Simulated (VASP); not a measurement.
# Sb (Fm-3m) in VASP: notebook

Sb is run at these levels: PBEsol, LDA; tasks: single point.

Program: VASP 6.6.1. These are calculated values, not measurements. Logs are shortened: lines on timing, memory, paths and dates and some standing lists are left out, and cuts for length are marked.

**1. The cell of the first run**

It takes space group Fm-3m (No. 225, cubic). The conventional cell has a = 4.742 Å, b = 4.742 Å, c = 4.742 Å, α = 90.00°, β = 90.00°, γ = 90.00°. Within 4.4 Å of Sb (site symmetry m-3m) lie 12 Sb at 3.35 Å.

**2. Single point, PBEsol, non-collinear spin, zero start, spin-orbit coupling**

Input file INCAR:

```
PREC = Accurate
ENCUT = 520
EDIFF = 1E-6
ISMEAR = -1
SIGMA = 0.05
LREAL = False
LASPH = True
NELM = 150
ALGO = Normal
ISIF = 2
LWAVE = False
LCHARG = False
MAGMOM = 0 0 0
LORBIT = 11
LSORBIT = True
GGA_COMPAT = False
LORBMOM = True
GGA = PS
NBANDS = 16
```

Input file KPOINTS:

```
regular mesh
0
Gamma
  8 8 8
```

Input file POSCAR:

```
Sb
1.0
    0.0000000000      2.3712425216      2.3712425216
    2.3712425216      0.0000000000      2.3712425216
    2.3712425216      2.3712425216      0.0000000000
Sb
1
Direct
    0.0000000000      0.0000000000      0.0000000000
```

Potentials or basis: VASP PAW PBE potentials, release 64 (Sb).

Run with:

```sh
cat potpaw_PBE.64/Sb/POTCAR > POTCAR
mpirun -np 1 vasp_ncl > vasp.out
```

OUTCAR:

```text
PREC = Accurate
   ENCUT = 520
   EDIFF = 1E-6
   ISMEAR = -1
   LREAL = False
   LASPH = True
   NELM = 150
   ISIF = 2
   LORBIT = 11
   LSORBIT = True
   GGA = PS

 ion  position               nearest neighbor table
   1  0.000  0.000  0.000-

  LATTYP: Found a face centered cubic cell.
 ALAT       =     4.7424850432

  Lattice vectors:

 A1 = (   0.0000000000,   2.3712425216,   2.3712425216)
 A2 = (   2.3712425216,   0.0000000000,   2.3712425216)
 A3 = (   2.3712425216,   2.3712425216,   0.0000000000)

Analysis of symmetry for initial positions (statically):
=====================================================================
 Subroutine PRICEL returns:
 Original cell was already a primitive cell.

 Routine SETGRP: Setting up the symmetry group for a
 face centered cubic supercell.

 Subroutine GETGRP returns: Found 48 space group operations
[... 9 lines left out ...]

 Routine SETGRP: Setting up the symmetry group for a
 face centered cubic supercell.

 Subroutine GETGRP returns: Found 48 space group operations
 (whereof 48 operations were pure point group operations)
 out of a pool of 48 trial point group operations.

The dynamic configuration has the point symmetry O_h .

Analysis of structural, dynamic, and magnetic symmetry:
=====================================================================
 Subroutine PRICEL returns:
 Original cell was already a primitive cell.

 Routine SETGRP: Setting up the symmetry group for a
 face centered cubic supercell.

 Subroutine GETGRP returns: Found 48 space group operations
 (whereof 48 operations were pure point group operations)
 out of a pool of 48 trial point group operations.

The overall configuration has the point symmetry O_h .

 Subroutine INISYM returns: Found 48 space group operations
[... 5 lines left out ...]
                                     Primitive cell

  volume of cell :      26.6660

  direct lattice vectors                    reciprocal lattice vectors
     0.000000000  2.371242522  2.371242522    -0.210859916  0.210859916  0.210859916
     2.371242522  0.000000000  2.371242522     0.210859916 -0.210859916  0.210859916
     2.371242522  2.371242522  0.000000000     0.210859916  0.210859916 -0.210859916

  length of vectors
     3.353443334  3.353443334  3.353443334     0.365220089  0.365220089  0.365220089

  position of ions in fractional coordinates (direct lattice)
     0.000000000  0.000000000  0.000000000

  ion indices of the primitive-cell ions
   primitive index   ion index
                 1           1

----------------------------------------------------------------------------------------

 KPOINTS: regular mesh

Automatic generation of k-mesh.
 Grid dimensions read from file:
 generate k-points for:    8    8    8

 Generating k-lattice:

  Cartesian coordinates                     Fractional coordinates (reciprocal lattice)
    -0.026357490  0.026357490  0.026357490     0.125000000  0.000000000  0.000000000
     0.026357490 -0.026357490  0.026357490     0.000000000  0.125000000  0.000000000
     0.026357490  0.026357490 -0.026357490     0.000000000  0.000000000  0.125000000

  Length of vectors
     0.045652511  0.045652511  0.045652511

  Shift w.r.t. Gamma in fractional coordinates (k-lattice)
     0.000000000  0.000000000  0.000000000

 Subroutine IBZKPT returns following result:
 ===========================================

 Found     29 irreducible k-points:

 Following reciprocal coordinates:
            Coordinates               Weight
  0.000000  0.000000  0.000000      1.000000
  0.125000  0.000000  0.000000      8.000000
  0.250000  0.000000  0.000000      8.000000
  0.375000  0.000000  0.000000      8.000000
  0.500000  0.000000  0.000000      4.000000
  0.125000  0.125000  0.000000      6.000000
[... 16 lines left out ...]
  0.500000  0.250000  0.125000     48.000000
 -0.375000  0.250000  0.125000     24.000000
 [... further k-points ...]
   k-points           NKPTS =     29   k-points in BZ     NKDIM =     29   number of bands    NBANDS=     16
   number of dos      NEDOS =    301   number of ions     NIONS =      1
   total plane-waves  NPLWV =  21952
   dimension x,y,z NGX =    28 NGY =   28 NGZ =   28
   dimension x,y,z NGXF=    56 NGYF=   56 NGZF=   56
   ions per type =               1
   NGX,Y,Z   is equivalent  to a cutoff of  13.88, 13.88, 13.88 a.u.
   NGXF,Y,Z  is equivalent  to a cutoff of  27.76, 27.76, 27.76 a.u.
 SYSTEM =  unknown system
   PREC   = accura    normal or accurate (medium, high low for compatibility)
   ISTART =      0    job   : 0-new  1-cont  2-samecut
   ICHARG =      2    charge: 1-file 2-atom 10-const
   ISPIN  =      1    spin polarized calculation?
   LNONCOLLINEAR =      T non collinear calculations
   LSORBIT =      T    spin-orbit coupling
   LASPH  =      T    aspherical Exc in radial PAW
   ENCUT  =  520.0 eV  38.22 Ry    6.18 a.u.   6.24  6.24  6.24*2*pi/ulx,y,z
   NELM   =    150;   NELMIN=  2; NELMDL= -5     # of ELM steps
   EDIFF  = 0.1E-05   stopping-criterion for ELM
   LREAL  =      F    real-space projection
   EDIFFG = 0.1E-04   stopping-criterion for IOM
   NSW    =      0    number of steps for IOM
   IBRION =     -1    ionic relax: 0-MD 1-quasi-New 2-CG
   NFREE  =      0    steps in history (QN), initial steepest desc. (CG)
   ISIF   =      2    stress and relaxation
   ISYM   =      2    0-nonsym 1-usesym 2-fastsym
   POTIM  = 0.5000    time-step for ionic-motion
   TEBEG  =    0.0;   TEEND  =   0.0 temperature during run
   PSTRESS=    0.0 pullay stress
   NELECT =       5.0000    total number of electrons
   NUPDOWN=      -1.0000    fix difference up-down
   EMIN   =  10.00;   EMAX   =-10.00  energy-range for DOS
   EFERMI =   0.00;   METHOD = LEGACY
   ISMEAR =    -1;   SIGMA  =   0.05  broadening in eV -4-tet -1-fermi 0-gaus
   EFERMI_NEDOS =   21; number of points for ismear=-14 and -15
   IALGO  =     38    algorithm
   IMIX   =      4    mixing-type and parameters
     AMIX     =   0.40;   BMIX     =  1.00
     AMIX_MAG =   1.60;   BMIX_MAG =  1.00
  volume/ion in A,a.u.               =      26.67       179.95
  Fermi-wavevector in a.u.,A,eV,Ry     =   0.937013  1.770697 11.945820  0.877993
  Thomas-Fermi vector in A             =   2.064081
   LORBIT       =     11    0 simple, 1 ext, 2 COOP (PROOUT), +10 PAW based schemes
   GGA     = PS    functional components
   LHFCALC =     F    Hartree Fock is set to
   AEXX    =    0.0000 exact exchange contribution
   IVDW    =     0    specifies the selected vdW correction
   LEPSILON=     F    determine dielectric tensor
   LRPA    =     F    only Hartree local field effects (RPA)
  energy-cutoff  :      520.00
  volume of cell :       26.67
 maximum number of plane-waves:      1460
 NGX is ok and might be reduce to    28
   NGX = 13   NGY = 13   NGZ = 13

 number of electron       5.0000000 magnetization       0.0000000      0.0000000      0.0000000

 number of electron       5.0000000 magnetization       0.0000000      0.0000000     -0.0000000

 number of electron       5.0000000 magnetization      -0.0000000     -0.0000000      0.0000000

 Free energy of the ion-electron system (eV)
  ---------------------------------------------------
  ext. energy  EPLUGINS =         0.00000000
  ---------------------------------------------------
  free energy    TOTEN  =        -4.36127488 eV

  energy without entropy =       -4.35284687  energy(sigma->0) =       -4.35706087

 E-fermi :   8.3827     XC(G=0): -10.3695

 val. band max:        8.2426556215   @ k =   0.5000   0.2500   0.1250
 cond. band min:       8.4169538346   @ k =  -0.3750   0.3750   0.1250
 fundamental gap:      0.1742982131
 Fermi energy:         8.3826665641

 k-point     1 :       0.0000    0.0000    0.0000
  band No.  band energies     occupation
      1      -4.4977      1.00000
      2      -4.4977      1.00000
      3      13.0848      0.00000
      4      13.0848      0.00000
      5      14.2969      0.00000
      6      14.2969      0.00000
[... 8 lines left out ...]
     15      18.7613      0.00000
     16      18.7613      0.00000
[... 419 lines left out ...]
 k-point    24 :      -0.3750    0.2500    0.1250
  band No.  band energies     occupation
      1       0.0234      1.00000
      2       0.0234      1.00000
      3       3.4533      1.00000
      4       3.4533      1.00000
      5       8.1723      0.98533
      6       8.1723      0.98533
[... 8 lines left out ...]
     15      22.4496      0.00000
     16      22.4496      0.00000

 [... further k-points ...]
[... 5 lines left out ...]
  --------------------------------------------------------------------------------------
  -------------------------------------------------------------------------------------
  Total       -0.0746694     -0.0746694     -0.0746694     -0.0000000     -0.0000000      0.0000000
  in kB       -4.4863701     -4.4863701     -4.4863701     -0.0000000     -0.0000000      0.0000000
  external PRESSURE =      -4.4863701 kB  Pullay stress =       0.0000000 kB

 VOLUME and BASIS-vectors are now :
 -----------------------------------------------------------------------------
  energy-cutoff  :      520.00
  volume of cell :       26.67
      direct lattice vectors                 reciprocal lattice vectors
     0.000000000  2.371242522  2.371242522    -0.210859916  0.210859916  0.210859916
     2.371242522  0.000000000  2.371242522     0.210859916 -0.210859916  0.210859916
     2.371242522  2.371242522  0.000000000     0.210859916  0.210859916 -0.210859916

 POSITION                                       TOTAL-FORCE (eV/Angst)
 -----------------------------------------------------------------------------------
      0.00000      0.00000      0.00000         0.000000      0.000000      0.000000
 -----------------------------------------------------------------------------------
    total drift:                                0.000000      0.000000      0.000000

  FREE ENERGIE OF THE ION-ELECTRON SYSTEM (eV)
  ---------------------------------------------------
  free  energy   TOTEN  =        -4.3612748798 eV

  energy  without entropy=       -4.3528468653  energy(sigma->0) =       -4.35706087

 orbital moment (x)

 # of ion     p       d       tot
 ----------------------------------------
  1        -0.000  -0.000  -0.000
 ----------------------------------------
           -0.000  -0.000  -0.000

 orbital moment (y)

 # of ion     p       d       tot
 ----------------------------------------
  1         0.000   0.000   0.000
 ----------------------------------------
            0.000   0.000   0.000

 orbital moment (z)

 # of ion     p       d       tot
 ----------------------------------------
  1         0.000   0.000   0.000
 ----------------------------------------
            0.000   0.000   0.000

 Spin-Orbit-Coupling matrix elements

 Ion:    1  E_soc:     -0.1473784
 l=   1
     0.0000000    -0.0243193    -0.0243193
    -0.0243193     0.0000000    -0.0243193
    -0.0243193    -0.0243193     0.0000000
 l=   2
     0.0000000    -0.0000654     0.0000000    -0.0000654    -0.0001784
    -0.0000654     0.0000000    -0.0001338    -0.0000654    -0.0000446
     0.0000000    -0.0001338     0.0000000    -0.0001338     0.0000000
    -0.0000654    -0.0000654    -0.0001338     0.0000000    -0.0000446
    -0.0001784    -0.0000446     0.0000000    -0.0000446     0.0000000
 l=   3
     0.0000000     0.0000000     0.0000000     0.0000000     0.0000000     0.0000000     0.0000000
     0.0000000     0.0000000     0.0000000     0.0000000     0.0000000     0.0000000     0.0000000
     0.0000000     0.0000000     0.0000000     0.0000000     0.0000000     0.0000000     0.0000000
     0.0000000     0.0000000     0.0000000     0.0000000     0.0000000     0.0000000     0.0000000
     0.0000000     0.0000000     0.0000000     0.0000000     0.0000000     0.0000000     0.0000000
     0.0000000     0.0000000     0.0000000     0.0000000     0.0000000     0.0000000     0.0000000
     0.0000000     0.0000000     0.0000000     0.0000000     0.0000000     0.0000000     0.0000000

 total charge

# of ion       s       p       d       tot
------------------------------------------
    1        1.260   1.040   0.040   2.340

 magnetization (x)

# of ion       s       p       d       tot
------------------------------------------
    1       -0.000   0.000  -0.000  -0.000

 magnetization (y)

# of ion       s       p       d       tot
------------------------------------------
    1        0.000  -0.000   0.000   0.000

 magnetization (z)

# of ion       s       p       d       tot
------------------------------------------
    1        0.000   0.000   0.000   0.000
```

Run time: 30 s. Hardware: 1 thread of Intel Xeon 6975P-C, shared host; peak memory 0.24 GiB.

Results:

| Quantity | Value |
| --- | --- |
| Free energy | -4.3613 eV |
| Pressure | -0.4 GPa |
| Net moment | 0.00 μB per cell |
| Valence electrons inside the program's atomic spheres | Sb 2.34 |

Moments on the atoms (μB; x, y, z):
```
Sb  0.00 0.00 0.00
```

Caveat: the PAW data sets were made with another functional, which shifts forces and pressure a little.

**3. Single point, LDA**

This run uses another cell than the first one, of 25.07 Å³/atom, 0.940 times its volume.

Input file INCAR:

```
SYSTEM = Sb
PREC = Accurate
ENCUT = 520
EDIFF = 1E-6
ISMEAR = -1
SIGMA = 0.05
LREAL = .FALSE.
LASPH = .TRUE.
NELM = 80
ALGO = Normal
ISIF = 2
LWAVE = .FALSE.
LCHARG = .FALSE.
GGA = CA
NBANDS = 8
```

Input file KPOINTS:

```
regular mesh
0
G
  10 10 10
  0 0 0
```

Input file POSCAR:

```
Sb
1.0
    0.0000000000      2.3228362346      2.3228362346
    2.3228362346      0.0000000000      2.3228362346
    2.3228362346      2.3228362346      0.0000000000
Sb
1
Direct
    0.0000000000      0.0000000000      0.0000000000
```

Potentials or basis: VASP PAW LDA potentials, release 64 (Sb).

Run with:

```sh
cat potpaw_LDA.64/Sb/POTCAR > POTCAR
mpirun -np 1 vasp_std > vasp.out
```

Wall time 3 s (1 thread of Intel Xeon 6975P-C, shared host); peak memory 0.13 GiB.

It converged, with:

```yaml
Free_energy: -4.5303 eV
Pressure: 1.8 GPa
```

Levels at points of the mesh, in eV from the Fermi level:
| k point | band 1 | band 2 | band 3 | band 4 | band 5 |
| --- | --- | --- | --- | --- | --- |
| (0.00, 0.00, 0.00) | -13.49 | 5.80 | 5.80 | 5.80 | 10.02 |
| (0.50, 0.00, 0.00) | -9.36 | -6.22 | 3.95 | 3.95 | 8.60 |
| (0.50, 0.50, 0.00) | -7.54 | -5.26 | 0.40 | 0.40 | 4.29 |

Caveat: spin-orbit coupling is left out, which moves the levels of the heavy elements.

**4. Single point, LDA**

This run uses another cell than the first one, of 26.13 Å³/atom, 0.980 times its volume.

Input file INCAR:

```
SYSTEM = Sb
PREC = Accurate
ENCUT = 520
EDIFF = 1E-6
ISMEAR = -1
SIGMA = 0.05
LREAL = .False.
LASPH = .True.
NELM = 80
ALGO = Normal
ISIF = 2
LWAVE = .False.
LCHARG = .True.
GGA = CA
LELF = .True.
LVHAR = .True.
NBANDS = 8
```

Input file KPOINTS:

```
Automatic mesh
0
Gamma
  10 10 10
  0 0 0
```

Input file POSCAR:

```
Sb
1.0
    0.0000000000      2.3553276627      2.3553276627
    2.3553276627      0.0000000000      2.3553276627
    2.3553276627      2.3553276627      0.0000000000
Sb
1
Direct
    0.0000000000      0.0000000000      0.0000000000
```

Run with:

```sh
cat potpaw_LDA.64/Sb/POTCAR > POTCAR
mpirun -np 1 vasp_std > vasp.out
```

Run time: 5.8 s. Hardware: 1 thread of Intel Xeon 6975P-C, shared host; peak memory 0.14 GiB.

Results (log left out):

| Property | Result |
| --- | --- |
| Free energy | -4.5325 eV |
| Pressure | -1.0 GPa |

Levels at points of the mesh, in eV from the Fermi level:
```csv
k point,band 1,band 2,band 3,band 4,band 5
"(0.00, 0.00, 0.00)",-13.14,5.48,5.48,5.48,9.89
"(0.50, 0.00, 0.00)",-9.25,-5.94,3.74,3.74,8.34
"(0.50, 0.50, 0.00)",-7.57,-5.03,0.39,0.39,4.24
```

Caveat: spin-orbit coupling is left out, which moves the levels of the heavy elements.

**5. Single point, LDA**

This run uses another cell than the first one, of 27.20 Å³/atom, 1.020 times its volume.

Input file INCAR:

```
SYSTEM = Sb
PREC = Accurate
ENCUT = 520
EDIFF = 1E-6
ISMEAR = -1
SIGMA = 0.05
LREAL = .FALSE.
LASPH = .TRUE.
NELM = 80
ALGO = Normal
ISIF = 2
LWAVE = .FALSE.
LCHARG = .TRUE.
LELF = .TRUE.
LVHAR = .TRUE.
NBANDS = 8
```

Input file KPOINTS:

```
Automatic mesh
0
G
  10 10 10
  0 0 0
```

Input file POSCAR:

```
Sb
1.0
    0.0000000000      2.3869465721      2.3869465721
    2.3869465721      0.0000000000      2.3869465721
    2.3869465721      2.3869465721      0.0000000000
Sb
1
Direct
    0.0000000000      0.0000000000      0.0000000000
```

Run with:

```sh
cat potpaw_LDA.64/Sb/POTCAR > POTCAR
mpirun -np 1 vasp_std > vasp.out
```

It took 5.8 s on 1 thread of Intel Xeon 6975P-C, shared host; peak memory 0.14 GiB.

The run converged. Its results:

```yaml
Free_energy: -4.5178 eV
Pressure: -3.4 GPa
```

Levels at points of the mesh, in eV from the Fermi level:
| k point | band 1 | band 2 | band 3 | band 4 | band 5 | band 6 |
| --- | --- | --- | --- | --- | --- | --- |
| (0.00, 0.00, 0.00) | -12.84 | 5.18 | 5.18 | 5.18 | 9.76 | 9.76 |
| (0.50, 0.00, 0.00) | -9.17 | -5.70 | 3.54 | 3.54 | 8.08 | 8.98 |
| (0.50, 0.50, 0.00) | -7.60 | -4.82 | 0.38 | 0.38 | 4.20 | 4.68 |

Caveat: spin-orbit coupling is left out, which moves the levels of the heavy elements.

(Part 1 of 2 ends here.)
